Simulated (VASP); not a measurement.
# Al33N32 (a cell with a defect) in VASP: relaxation of the atoms with PBEsol

Aim: the relaxation of the atoms of Al33N32 (a cell with a defect) with PBEsol.

Program: VASP 6.6.1. These are calculated values, not measurements. Logs are shortened: lines on timing, memory, paths and dates and some standing lists are left out, and cuts for length are marked.

### 1 The cell of the first run

The cell holds a defect, 65 atoms: a = 8.755 Å, b = 8.755 Å, c = 8.755 Å, α = 90.00°, β = 90.00°, γ = 90.00°.

### 2 Relaxation of the atoms, PBEsol, collinear spin

Input file INCAR:

```
SYSTEM = Al33N32
PREC = Accurate
ENCUT = 520
EDIFF = 1E-7
ISMEAR = -1
SIGMA = 0.05
LREAL = Auto
LASPH = .TRUE.
NELM = 200
ALGO = Normal
ISIF = 2
LWAVE = .FALSE.
LCHARG = .FALSE.
ISPIN = 2
MAGMOM = 0 0 0 0 0 0 0.091 0.091 0 0 0 0 0 0 0 0 0 0 0 0.091 0 0 0 0.091 0 0 0 0 0 0.091 0 0.091 0.091 0 0 0 0 0 0 0 0.091 0 0.091 0 0 0 0 0 0 0 0 0 0.091 0 0 0 0 0 0 0 0 0 0.091 0 0
LORBIT = 11
NUPDOWN = 1.0
GGA = PS
IBRION = 2
NSW = 100
EDIFFG = -0.03
ISYM = -1
GGA_COMPAT = .FALSE.
NELMIN = 4
KPAR = 1
```

Input file KPOINTS:

```
explicit points
1
Reciprocal
  0.25000000   0.25000000   0.25000000 1
```

Input file POSCAR:

```
Al33N32
1.0
    8.7554440000      0.0000000000      0.0000000000
    0.0000000000      8.7554440000      0.0000000000
    0.0000000000      0.0000000000      8.7554440000
Al N
33 32
Direct
    0.9999980000      0.0025350000      0.0035830000
    0.9963210000      0.9998610000      0.5013940000
    0.9965150000      0.5023580000      0.0027020000
    0.9932680000      0.4974130000      0.5011640000
    0.5003270000      0.0008230000      0.9992130000
    0.4976840000      0.0006710000      0.5032340000
    0.5026160000      0.5024170000      0.9999580000
    0.5007750000      0.5007290000      0.5002620000
    0.2542750000      0.2489610000      0.9967030000
    0.2505220000      0.2478040000      0.4982880000
    0.2485200000      0.7508500000      0.9994810000
    0.2510630000      0.7478080000      0.5015110000
    0.7529900000      0.2496590000      0.0037140000
    0.7513550000      0.2469100000      0.4976860000
    0.7496120000      0.7489700000      0.9994470000
    0.7515710000      0.7496240000      0.5028830000
    0.2508950000      0.9988560000      0.2534200000
    0.2474040000      0.0023610000      0.7497790000
    0.2508770000      0.5004450000      0.2439400000
    0.2456980000      0.5026100000      0.7471730000
    0.7466570000      0.9988470000      0.2510750000
    0.7530930000      0.0056670000      0.7481930000
    0.7521540000      0.5001990000      0.2450590000
    0.7492500000      0.5024520000      0.7514990000
    0.0006310000      0.2553030000      0.2537680000
    0.9996940000      0.2432080000      0.7503430000
    0.0005610000      0.7505150000      0.2490530000
    0.0024640000      0.7491540000      0.7526540000
    0.5040940000      0.2485790000      0.2486200000
    0.5011480000      0.2456040000      0.7500950000
    0.4976130000      0.7481540000      0.2492230000
    0.4999190000      0.7514470000      0.7493310000
    0.5030070000      0.4994080000      0.7528370000
    0.1287130000      0.1236020000      0.1228000000
    0.1248150000      0.1279280000      0.6258610000
    0.1247220000      0.6228170000      0.1210190000
    0.1247410000      0.6242850000      0.6264720000
    0.6225500000      0.1220620000      0.1295540000
    0.6272590000      0.1217090000      0.6276360000
    0.6271720000      0.6236230000      0.1209170000
    0.6277290000      0.6274790000      0.6253090000
    0.3762590000      0.3767330000      0.1246610000
    0.3757170000      0.3764410000      0.6253030000
    0.3752070000      0.8758960000      0.1237250000
    0.3736380000      0.8740640000      0.6265290000
    0.8725820000      0.3712680000      0.1248610000
    0.8731330000      0.3760400000      0.6266100000
    0.8792900000      0.8780100000      0.1261600000
    0.8778310000      0.8734430000      0.6244490000
    0.3766150000      0.1215450000      0.3754260000
    0.3753410000      0.1240670000      0.8715020000
    0.3742410000      0.6246910000      0.3772050000
    0.3765900000      0.6181670000      0.8714920000
    0.8707130000      0.1256340000      0.3808760000
    0.8743330000      0.1295780000      0.8775040000
    0.8777980000      0.6230980000      0.3780960000
    0.8789190000      0.6258850000      0.8719910000
    0.1250740000      0.3757950000      0.3738950000
    0.1290380000      0.3725670000      0.8676370000
    0.1287980000      0.8735690000      0.3733800000
    0.1234310000      0.8757960000      0.8774520000
    0.6244350000      0.3760220000      0.3767580000
    0.6309820000      0.3755970000      0.8778140000
    0.6233950000      0.8732220000      0.3770880000
    0.6295810000      0.8719840000      0.8764010000
```

Potentials or basis: VASP PAW PBE potentials, release 64 (Al, N).

The run is started by

```
$ cat potpaw_PBE.64/Al/POTCAR potpaw_PBE.64/N/POTCAR > POTCAR
$ mpirun -np 4 vasp_std > vasp.out
```

OUTCAR:

```text
SYSTEM = Al33N32
   PREC = Accurate
   ENCUT = 520
   EDIFF = 1E-7
   ISMEAR = -1
   LREAL = Auto
   LASPH = .TRUE.
   NELM = 200
   ISIF = 2
   ISPIN = 2
   LORBIT = 11
   NUPDOWN = 1.0
   GGA = PS
   IBRION = 2
   NSW = 100
   EDIFFG = -0.03
   ISYM = -1
   NELMIN = 4

 ion  position               nearest neighbor table
   1  1.000  0.003  0.004-  48 1.86  34 1.87  61 1.90  55 1.91  26 3.06  13 3.06  27 3.08  11 3.10
                            17 3.10   9 3.10  21 3.10  18 3.10  22 3.11  25 3.11  15 3.12  28 3.12
   2  0.996  1.000  0.501-  49 1.86  54 1.88  35 1.93  60 1.96  22 3.03  14 3.05  26 3.05  16 3.06
                            18 3.09  21 3.10  27 3.11  28 3.11  10 3.11  17 3.11  25 3.12  12 3.14
   3  0.997  0.502  0.003-  36 1.86  57 1.88  46 1.91  59 2.01  23 3.01  15 3.06  27 3.06  19 3.07
                            13 3.07  28 3.08  25 3.08  24 3.09  11 3.10  20 3.12   9 3.17  26 3.17
   4  0.993  0.497  0.501-  56 1.84  47 1.86  58 1.93  37 1.94  25 3.03  14 3.05  16 3.06  24 3.06
                            23 3.08  20 3.09  28 3.12  26 3.12  27 3.13  10 3.14  12 3.15  19 3.19
   5  0.500  0.001  0.999-  38 1.89  44 1.89  51 1.90  65 1.93  30 3.06   9 3.06  29 3.08  21 3.08
                            32 3.09  15 3.10  13 3.11  11 3.11  18 3.11  31 3.11  17 3.12  22 3.12
   6  0.498  0.001  0.503-  50 1.87  45 1.89  39 1.90  64 1.92  30 3.04  10 3.06  32 3.07  17 3.07
                            18 3.08  12 3.09  14 3.10  22 3.10  21 3.10  29 3.11  16 3.13  31 3.14
   7  0.503  0.502  1.000-  40 1.85  53 1.87  42 1.90  63 1.91  33 2.16  15 3.06  23 3.06  31 3.06
                            24 3.07  19 3.07  32 3.09   9 3.11  29 3.11  11 3.11  13 3.12  30 3.14
   8  0.501  0.501  0.500-  62 1.88  52 1.89  43 1.89  41 1.91  33 2.21  12 3.08  31 3.09  16 3.09
                            24 3.09  32 3.09  20 3.11  10 3.12  29 3.12  14 3.12  30 3.13  19 3.13
   9  0.254  0.249  0.997-  51 1.88  34 1.91  42 1.91  59 1.91  30 3.06  18 3.06   5 3.06  19 3.09
[... 33 lines left out ...]
  26  1.000  0.243  0.750-  35 1.85  55 1.85  59 1.90  47 1.94  22 3.00  18 3.02   2 3.05   1 3.06
                            13 3.10  14 3.10   9 3.10  10 3.11   4 3.12  20 3.13  24 3.16   3 3.17
  27  0.001  0.751  0.249-  48 1.88  60 1.90  56 1.92  36 1.92   3 3.06   1 3.08  11 3.08  17 3.09
                            23 3.09  19 3.10  15 3.10   2 3.11  21 3.11  16 3.11  12 3.11   4 3.13
  28  0.002  0.749  0.753-  57 1.85  61 1.88  37 1.89  49 1.91  20 3.03  11 3.05   3 3.08  18 3.08
                            15 3.09  12 3.09  24 3.10  16 3.10   2 3.11   4 3.12   1 3.12  22 3.13
  29  0.504  0.249  0.249-  38 1.84  62 1.90  42 1.92  50 1.93  21 3.05  13 3.06  14 3.07   5 3.08
                            23 3.09   9 3.11   7 3.11   6 3.11  17 3.11  10 3.12   8 3.12  19 3.13
  30  0.501  0.246  0.750-  51 1.86  39 1.88  43 1.93  63 1.96  33 2.22   6 3.04  22 3.05   9 3.06
                             5 3.06  18 3.08  10 3.11  14 3.11   8 3.13  24 3.13  13 3.13   7 3.14
  31  0.498  0.748  0.249-  52 1.89  44 1.90  64 1.91  40 1.93  19 3.06   7 3.06  17 3.08   8 3.09
                            11 3.09  12 3.09  21 3.09  15 3.11  23 3.11   5 3.11   6 3.14  16 3.14
  32  0.500  0.751  0.749-  45 1.88  41 1.90  65 1.91  53 1.92  33 2.21   6 3.07  12 3.08  16 3.08
                            24 3.09   5 3.09   7 3.09   8 3.09  15 3.09  11 3.11  20 3.11  18 3.12
  33  0.503  0.499  0.753-  53 1.84  63 1.90  43 1.91  41 1.92  24 2.16   7 2.16  32 2.21   8 2.21
                            30 2.22  20 2.25
  34  0.129  0.124  0.123-   1 1.87   9 1.91  17 1.91  25 1.98
  35  0.125  0.128  0.626-  26 1.85  18 1.88  10 1.89   2 1.93
  36  0.125  0.623  0.121-   3 1.86  19 1.88  11 1.89  27 1.92
  37  0.125  0.624  0.626-  20 1.84  28 1.89  12 1.89   4 1.94
  38  0.623  0.122  0.130-  29 1.84  21 1.86   5 1.89  13 1.94
  39  0.627  0.122  0.628-  22 1.83  30 1.88   6 1.90  14 1.92
  40  0.627  0.624  0.121-   7 1.85  15 1.87  23 1.88  31 1.93
  41  0.628  0.627  0.625-  16 1.86  24 1.88  32 1.90   8 1.91  33 1.92
  42  0.376  0.377  0.125-  19 1.86   7 1.90   9 1.91  29 1.92
  43  0.376  0.376  0.625-   8 1.89  33 1.91  20 1.91  10 1.93  30 1.93
  44  0.375  0.876  0.124-   5 1.89  31 1.90  11 1.90  17 1.91
  45  0.374  0.874  0.627-  32 1.88  12 1.89   6 1.89  18 1.91
  46  0.873  0.371  0.125-  13 1.83  23 1.87  25 1.89   3 1.91
  47  0.873  0.376  0.627-   4 1.86  24 1.90  14 1.92  26 1.94
  48  0.879  0.878  0.126-   1 1.86  27 1.88  21 1.91  15 1.95
  49  0.878  0.873  0.624-   2 1.86  16 1.88  28 1.91  22 1.93
  50  0.377  0.122  0.375-   6 1.87  17 1.87  10 1.90  29 1.93
  51  0.375  0.124  0.872-  30 1.86   9 1.88  18 1.88   5 1.90
  52  0.374  0.625  0.377-  12 1.87   8 1.89  31 1.89  19 1.93
  53  0.377  0.618  0.871-  33 1.84   7 1.87  20 1.88  32 1.92  11 1.97
  54  0.871  0.126  0.381-  14 1.81   2 1.88  21 1.92  25 1.95
  55  0.874  0.130  0.878-  26 1.85  13 1.86  22 1.89   1 1.91
  56  0.878  0.623  0.378-   4 1.84  16 1.91  27 1.92  23 1.93
  57  0.879  0.626  0.872-  28 1.85   3 1.88  24 1.89  15 1.92
  58  0.125  0.376  0.374-  25 1.85  10 1.91  19 1.92   4 1.93
[... 229 lines left out ...]

 number of electron     258.9999997 magnetization       1.0000000

 Free energy of the ion-electron system (eV)
  ---------------------------------------------------
  ext. energy  EPLUGINS =         0.00000000
  ---------------------------------------------------
  free energy    TOTEN  =      -491.42589063 eV

  energy without entropy =     -491.38850431  energy(sigma->0) =     -491.40719747

------------------------ aborting loop because EDIFF is reached ----------------------------------------

  FORCE on cell =-STRESS in cart. coord.  units (eV):
  Direction    XX          YY          ZZ          XY          YZ          ZX
  --------------------------------------------------------------------------------------
  -------------------------------------------------------------------------------------
  Total       20.8716243     20.9095220     21.1417732     -2.3107084     -3.4988350     -0.1654860
  in kB       49.8232790     49.9137457     50.4681596     -5.5159611     -8.3521737     -0.3950366
  external PRESSURE =      50.0683948 kB  Pullay stress =       0.0000000 kB
[... 278 lines left out ...]
  FREE ENERGIE OF THE ION-ELECTRON SYSTEM (eV)
  ---------------------------------------------------
  free  energy   TOTEN  =      -494.9229157487 eV

  energy  without entropy=     -494.8042315282  energy(sigma->0) =     -494.86357364

[... ionic steps 4 to 13 ...]

--------------------------------------- Ionic step       14  -------------------------------------------

 number of electron     259.0000001 magnetization       1.0000000

------------------------ aborting loop because EDIFF is reached ----------------------------------------
[... 193 lines left out ...]
--------------------------------------- Ionic step       16  -------------------------------------------

 number of electron     259.0000000 magnetization       1.0000000

 Free energy of the ion-electron system (eV)
  ---------------------------------------------------
  ext. energy  EPLUGINS =         0.00000000
  ---------------------------------------------------
  free energy    TOTEN  =      -495.65228823 eV

  energy without entropy =     -495.52167543  energy(sigma->0) =     -495.58698183

 E-fermi :   9.8158     XC(G=0): -11.2020

 val. band max:        9.7310887508   @ k =   0.2500   0.2500   0.2500
 cond. band min:       9.8228996417   @ k =   0.2500   0.2500   0.2500
 fundamental gap:      0.0918108909
 Fermi energy:         9.7982511399

 spin component 1

 k-point     1 :       0.2500    0.2500    0.2500
  band No.  band energies     occupation
      1      -9.3706      1.00000
      2      -8.5156      1.00000
      3      -8.3116      1.00000
      4      -8.3107      1.00000
      5      -7.8953      1.00000
      6      -7.7999      1.00000
[... 133 lines left out ...]
    140      11.5067      0.00000
    141      11.5072      0.00000
 Fermi energy:         9.8158075142

 spin component 2

 k-point     1 :       0.2500    0.2500    0.2500
  band No.  band energies     occupation
      1      -9.3490      1.00000
      2      -8.5024      1.00000
      3      -8.2977      1.00000
      4      -8.2969      1.00000
      5      -7.8854      1.00000
      6      -7.7895      1.00000
[... 133 lines left out ...]
    140      11.6037      0.00000
    141      11.6049      0.00000
 [bands above 141 left out]

------------------------ aborting loop because EDIFF is reached ----------------------------------------

  FORCE on cell =-STRESS in cart. coord.  units (eV):
  Direction    XX          YY          ZZ          XY          YZ          ZX
  --------------------------------------------------------------------------------------
  -------------------------------------------------------------------------------------
  Total       16.1124501     16.1121334     16.1076410     -1.6620317     -1.6628188     -1.6314368
  in kB       38.4625119     38.4617560     38.4510321     -3.9674857     -3.9693646     -3.8944515
  external PRESSURE =      38.4584333 kB  Pullay stress =       0.0000000 kB
[... 80 lines left out ...]
  FREE ENERGIE OF THE ION-ELECTRON SYSTEM (eV)
  ---------------------------------------------------
  free  energy   TOTEN  =      -495.6522882349 eV

  energy  without entropy=     -495.5216754308  energy(sigma->0) =     -495.58698183

 reached required accuracy - stopping structural energy minimisation

 total charge

# of ion       s       p       d       tot
------------------------------------------
    1        0.367   0.447   0.000   0.813
    2        0.366   0.446   0.000   0.812
    3        0.368   0.455   0.000   0.823
    4        0.369   0.455   0.000   0.824
    5        0.368   0.455   0.000   0.823
    6        0.369   0.455   0.000   0.824
[... 57 lines left out ...]
   64        1.221   2.625   0.000   3.846
   65        1.223   2.632   0.000   3.855
--------------------------------------------------
tot         51.272  98.804   0.000 150.076

 magnetization (x)

# of ion       s       p       d       tot
------------------------------------------
    1        0.001   0.002   0.000   0.003
    2        0.000   0.002   0.000   0.002
    3        0.000   0.003   0.000   0.003
    4        0.000   0.003   0.000   0.003
    5        0.000   0.003   0.000   0.003
    6        0.000   0.003   0.000   0.003
[... 57 lines left out ...]
   64        0.001  -0.001   0.000   0.001
   65        0.002  -0.000   0.000   0.001
--------------------------------------------------
tot          0.044   0.061   0.000   0.105
```

Wall time 13 min (4 MPI ranks of Intel Xeon Platinum 8559C (Emerald Rapids), shared host); peak memory 0.41 GiB.

Results:

```yaml
Free_energy: -495.6523 eV
Energy_gained_by_relaxing: 65.0 meV/atom
Ionic_steps: 16
Pressure_after_relaxing: 3.8 GPa
Largest_force_after_relaxing: 0.019 eV/Å
Net_moment: 1.00 μB per cell
Valence_electrons_inside_the_program's_atomic_spheres: Al 0.81, 0.82, 0.83, 0.80, 0.79, 0.96 (each value once); N 3.85, 3.84, 3.86, 3.80 (each value once)
```

Forces on the atoms (eV/Å):
```
Al   0.003  0.005  0.004
Al   0.003  0.003  0.000
Al   0.004 -0.001  0.010
Al   0.002 -0.007 -0.014
Al   0.000  0.002  0.007
Al  -0.007  0.004 -0.008
Al  -0.006 -0.008  0.002
Al  -0.001  0.001  0.010
Al   0.003 -0.002  0.000
Al   0.002  0.005  0.004
Al  -0.002  0.001 -0.001
Al   0.011 -0.003  0.002
Al   0.005  0.001 -0.001
Al  -0.001  0.003  0.000
Al  -0.005 -0.004 -0.009
Al  -0.002 -0.004  0.008
Al  -0.002  0.004 -0.002
Al  -0.006  0.010 -0.003
Al  -0.007 -0.002 -0.002
Al   0.001 -0.013  0.014
Al   0.000  0.006 -0.003
Al   0.007  0.004  0.001
Al   0.008 -0.009 -0.004
Al  -0.007 -0.001 -0.006
Al   0.002  0.001 -0.003
Al   0.005 -0.013 -0.001
Al   0.002  0.000 -0.004
Al  -0.001  0.004  0.006
Al   0.005 -0.009 -0.008
Al  -0.014  0.005  0.011
Al  -0.007  0.003 -0.001
Al   0.005 -0.009  0.005
Al   0.001  0.008  0.004
N    0.007 -0.001 -0.004
N   -0.001  0.001  0.000
N   -0.004  0.003  0.000
N   -0.006  0.011 -0.006
N   -0.007 -0.001  0.004
N    0.010 -0.006 -0.009
N    0.002  0.008  0.000
N   -0.004 -0.004  0.001
N    0.003  0.005 -0.005
N    0.003  0.001  0.005
N    0.003  0.001  0.006
N   -0.005  0.000 -0.011
N   -0.007  0.002  0.004
N   -0.001  0.000  0.003
N   -0.005 -0.015 -0.005
N   -0.003 -0.001 -0.005
N    0.006 -0.007  0.004
N    0.001  0.003 -0.005
N   -0.006  0.011  0.002
N    0.004 -0.003 -0.004
N   -0.011  0.004  0.011
N    0.002 -0.002 -0.005
N    0.005 -0.003  0.002
N    0.004  0.005  0.001
N   -0.001  0.008  0.005
N    0.006  0.011 -0.009
N    0.008 -0.009  0.006
N   -0.001 -0.007 -0.002
N    0.006 -0.005  0.000
N   -0.006  0.001 -0.005
N    0.000 -0.001  0.001
N    0.000  0.003  0.002
```

Step by step:
```tsv
step	energy change (eV)	largest force (eV/Å)	pressure (GPa)
1	0.0000	5.9332	5.01
2	-2.9838	2.5882	4.65
3	-3.4970	1.3514	4.13
4	-4.0670	0.8027	4.03
5	-4.0670	0.7911	4.03
6	-4.1838	0.5231	3.88
7	-4.1840	0.4814	3.89
8	-4.2138	0.2562	3.83
9	-4.2143	0.1805	3.83
10	-4.2214	0.0592	3.84
11	-4.2218	0.0704	3.84
12	-4.2242	0.0479	3.85
13	-4.2244	0.0546	3.85
14	-4.2259	0.0301	3.84
15	-4.2260	0.0368	3.84
16	-4.2264	0.0186	3.85
```

Final structure:
```cif
data_structure
_symmetry_space_group_name_H-M 'P 1'
_symmetry_Int_Tables_number 1
_cell_length_a 8.7554
_cell_length_b 8.7554
_cell_length_c 8.7554
_cell_angle_alpha 90.000
_cell_angle_beta 90.000
_cell_angle_gamma 90.000
_cell_volume 671.17
loop_
_atom_site_label
_atom_site_type_symbol
_atom_site_fract_x
_atom_site_fract_y
_atom_site_fract_z
_atom_site_occupancy
Al1 Al 0.00051 0.99977 0.00101 1
Al2 Al 0.00039 0.99965 0.49889 1
Al3 Al 0.00070 0.49980 0.00384 1
Al4 Al 0.00060 0.49993 0.49588 1
Al5 Al 0.50062 0.99989 0.00387 1
Al6 Al 0.50068 0.99982 0.49588 1
Al7 Al 0.50074 0.49997 0.02656 1
Al8 Al 0.50153 0.50074 0.47295 1
Al9 Al 0.24864 0.24788 0.00167 1
Al10 Al 0.24916 0.24838 0.49891 1
Al11 Al 0.24879 0.75034 0.00085 1
Al12 Al 0.24856 0.75124 0.49828 1
Al13 Al 0.75113 0.24799 0.00088 1
Al14 Al 0.75195 0.24787 0.49832 1
Al15 Al 0.75173 0.75094 0.00147 1
Al16 Al 0.75115 0.75043 0.49842 1
Al17 Al 0.24915 0.99963 0.25008 1
Al18 Al 0.24622 0.99977 0.75042 1
Al19 Al 0.24620 0.49988 0.25035 1
Al20 Al 0.22334 0.50070 0.75114 1
Al21 Al 0.75140 0.99978 0.25028 1
Al22 Al 0.75408 0.99986 0.75029 1
Al23 Al 0.75411 0.49985 0.25041 1
Al24 Al 0.77695 0.49994 0.75050 1
Al25 Al 0.00040 0.24835 0.25011 1
Al26 Al 0.00054 0.24550 0.75037 1
Al27 Al 0.00054 0.75062 0.25024 1
Al28 Al 0.00073 0.75335 0.75026 1
Al29 Al 0.50063 0.24548 0.25035 1
Al30 Al 0.50159 0.22250 0.75123 1
Al31 Al 0.50062 0.75337 0.25039 1
Al32 Al 0.50071 0.77613 0.75040 1
Al33 Al 0.50074 0.49985 0.75033 1
N1 N 0.12495 0.12422 0.12596 1
N2 N 0.12605 0.12527 0.62485 1
N3 N 0.12588 0.62509 0.12513 1
N4 N 0.12110 0.62817 0.62161 1
N5 N 0.62591 0.12509 0.12514 1
N6 N 0.62896 0.12029 0.62162 1
N7 N 0.62894 0.62815 0.13007 1
N8 N 0.62149 0.62072 0.62917 1
N9 N 0.37229 0.37154 0.12997 1
N10 N 0.37996 0.37916 0.62960 1
N11 N 0.37521 0.87414 0.12463 1
N12 N 0.37231 0.87947 0.62202 1
N13 N 0.87498 0.37445 0.12466 1
N14 N 0.88023 0.37157 0.62196 1
N15 N 0.87610 0.87539 0.12580 1
N16 N 0.87497 0.87417 0.62495 1
N17 N 0.37504 0.12531 0.37575 1
N18 N 0.37194 0.12026 0.87873 1
N19 N 0.37193 0.62820 0.37074 1
N20 N 0.37948 0.62066 0.87113 1
N21 N 0.87632 0.12421 0.37468 1
N22 N 0.87535 0.12508 0.87558 1
N23 N 0.87539 0.62517 0.37552 1
N24 N 0.88038 0.62819 0.87868 1
N25 N 0.12604 0.37426 0.37575 1
N26 N 0.12103 0.37110 0.87871 1
N27 N 0.12493 0.87558 0.37466 1
N28 N 0.12585 0.87464 0.87561 1
N29 N 0.62898 0.37116 0.37074 1
N30 N 0.62152 0.37871 0.87121 1
N31 N 0.62590 0.87468 0.37551 1
N32 N 0.62895 0.87954 0.87867 1
```

Caveat: the PAW data sets were made with another functional, which shifts forces and pressure a little; the total moment is fixed, so each spin has its own Fermi level and the state may be an excited one.
